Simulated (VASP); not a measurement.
A run of VASP 6.6.1 is set up as follows.

File INCAR:

```
ALGO = Normal ; EDIFF = 1E-6
ENCUT = 500 ; GGA = PE
GGA_COMPAT = F ; ISIF = 2
ISMEAR = 0 ; LASPH = T
LCHARG = T ; LELF = T
LREAL = F ; LVHAR = T
LWAVE = F ; NBANDS = 13
NELM = 120 ; PREC = Accurate
SIGMA = 0.1
```

Contents of KPOINTS:

```
k-points
0
Gamma
  8 8 8
```

Contents of POSCAR:

```
W
1.0
   -1.5851577801      1.5851577801      1.5851577801
    1.5851577801     -1.5851577801      1.5851577801
    1.5851577801      1.5851577801     -1.5851577801
W
1
Direct
    0.0000000000      0.0000000000      0.0000000000
```

Potentials or basis: VASP PAW PBE potentials, release 64 (W_sv).

Launch:

```console
$ cat potpaw_PBE.64/W_sv/POTCAR > POTCAR
$ mpirun -np 1 vasp_std > vasp.out
```

(1) Predict the band gap on the k mesh.

(2) Estimate the pressure.

Answers

(1) zero (band 7 reaches 16.50 eV, above the bottom of band 8 at 10.15 eV).

(2) 4.9 GPa.

Caveat: spin-orbit coupling is left out, which moves the levels of the heavy elements.
